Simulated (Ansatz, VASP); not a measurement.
Given: the input of a run of Ansatz 0.2.0 on TaN.

File input.yaml:

```yaml
crystal:
  lattice:
    - [0.0, 2.1661812927, 2.1661812927]
    - [2.1661812927, 0.0, 2.1661812927]
    - [2.1661812927, 2.1661812927, 0.0]
  atoms:
    - { symbol: Ta, position: [0.5, 0.5, 0.5] }
    - { symbol: "N", position: [0.0, 0.0, 0.0] }
kpoints:
  mp_grid: { grid: [10, 10, 10] }
scf:
  occupations: { method: fermi_dirac, width: 0.05 }
hamiltonian:
  xc: pbesol
  pseudopotentials: { kind: all_electron, lapw: { basis_error: 0.0005 } }
output:
  forces: true
  stress: true
  eigenvalues: true
```

Potentials or basis: all-electron LAPW, scalar-relativistic.

Launch:

```sh
$ ansatz run input.yaml --threads 1 --pin off --max-ram 3072MiB --backend cpu --events-out ev --progress --plain --runs-dir out
```

Q: Set up the same calculation for VASP 6.6.1. Potentials there: VASP PAW PBE potentials, release 64 (Ta_pv, N).

A: As run (the cutoff follows the program's own potentials):

The input INCAR:

```
ALGO = Normal
EDIFF = 1E-7
ENCUT = 520
GGA = PS
ISIF = 2
ISMEAR = -1
LASPH = True
LCHARG = True
LELF = True
LREAL = False
LVHAR = True
LWAVE = False
NBANDS = 15
NELM = 60
PREC = Accurate
SIGMA = 0.05
```

Contents of KPOINTS:

```
k-points
0
Gamma
  10 10 10
```

The input POSCAR:

```
TaN
1.0
    0.0000000000      2.1661812927      2.1661812927
    2.1661812927      0.0000000000      2.1661812927
    2.1661812927      2.1661812927      0.0000000000
Ta N
1 1
Direct
    0.5000000000      0.5000000000      0.5000000000
    0.0000000000      0.0000000000      0.0000000000
```

Potentials or basis: VASP PAW PBE potentials, release 64 (Ta_pv, N).

Run with:

```console
$ cat potpaw_PBE.64/Ta_pv/POTCAR potpaw_PBE.64/N/POTCAR > POTCAR
$ mpirun -np 1 vasp_std > vasp.out
```

Both were run:

|  | VASP | Ansatz | Ansatz less VASP |
| --- | --- | --- | --- |
| gap on the k mesh at the Fermi level (eV) | none | none | - |
| pressure (GPa) | 12.4 | 11.2 | -1.28 |

VASP's potentials were made for PBE, not for PBEsol. A gap of «none» marks a metal or a gap that the smearing closes. Ansatz ran all-electron here, and VASP with PAW potentials.

Neither program's run includes spin-orbit coupling.
